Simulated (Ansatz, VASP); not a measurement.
# Two plane-wave programs on CdSe

```
Cd Se
1.0
     0.00718    2.87396    2.87396
     2.87396    0.00718    2.87396
     2.88114    2.88114    0.00000
Cd Se
1 1
Direct
  0.00000 0.00000 0.00000
  0.50000 0.50000 0.50000
```

Alike in both runs: task single point; functional LDA; k mesh 6 × 6 × 6; occupations fermi-dirac, width 0.05 eV; no spin polarisation.

|  | VASP | Ansatz |
| --- | --- | --- |
| version | VASP 6.6.1 | Ansatz 0.2.0 |
| potentials or method | VASP PAW LDA potentials, release 64 (Cd, Se), cutoff 520 eV | plane waves, PAW |
| valence electrons in the cell | 18 | 36 |

```tsv
	VASP	Ansatz	Ansatz less VASP
pressure (GPa)	-5.5	-5.9	-0.42
traceless stress, the component that is largest in VASP (GPa)	-0.12	-0.12	-0.001
```

LDA's correlation is that of Perdew and Zunger in VASP and of Perdew and Wang (1992) in Ansatz. VASP's potentials hold 18 valence electrons a cell and Ansatz's 36, so a difference there can come from the potentials and not from the codes.
